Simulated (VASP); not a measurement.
Input of a VASP 6.6.1 run:

Contents of INCAR:

```
PREC = Accurate
ENCUT = 600
EDIFF = 1E-7
ISMEAR = -1
SIGMA = 0.0708
LREAL = False
LASPH = True
NELM = 60
ALGO = Normal
ISIF = 3
LWAVE = False
LCHARG = False
GGA = PE
IBRION = 2
NSW = 100
EDIFFG = -0.03
```

The input KPOINTS:

```
Automatic mesh
0
Gamma
  7 7 3
```

POSCAR

```
HSe2
1.0
    3.1831790000      2.8209520000      0.0000000000
    3.1831790000     -2.8209520000      0.0000000000
    0.0000000000      0.0000000000     -8.8134310000
H Se
2 4
Direct
    0.0000000000      0.0000000000      0.0000000000
    0.5000000000      0.5000000000      0.5000000000
    0.2139400000      0.7860600000      0.8766900000
    0.2860600000      0.7139400000      0.3766900000
    0.7860600000      0.2139400000      0.1233100000
    0.7139400000      0.2860600000      0.6233100000
```

Potentials or basis: VASP PAW PBE potentials, release 64 (H, Se).

Launch:

```bash
$ cat potpaw_PBE.64/H/POTCAR potpaw_PBE.64/Se/POTCAR > POTCAR
$ mpirun -np 1 vasp_std > vasp.out
```

Problem. What does it give for the band gap on the k mesh?

Solution. Zero (bands 13 and 14 overlap by 1.81 eV).

Problem. Estimate the relaxed cell.

Solution. a = 5.101 Å, b = 5.101 Å, c = 5.963 Å, α = 90.00°, β = 90.00°, γ = 121.53°.

Stress tensor (GPa, compression positive):
```
 0.21  0.00  0.00
 0.00  0.05  0.00
 0.00  0.00 -0.15
```

Caveat: this functional lacks dispersion, which holds the molecules together, so the pressure and a relaxed volume are unreliable.
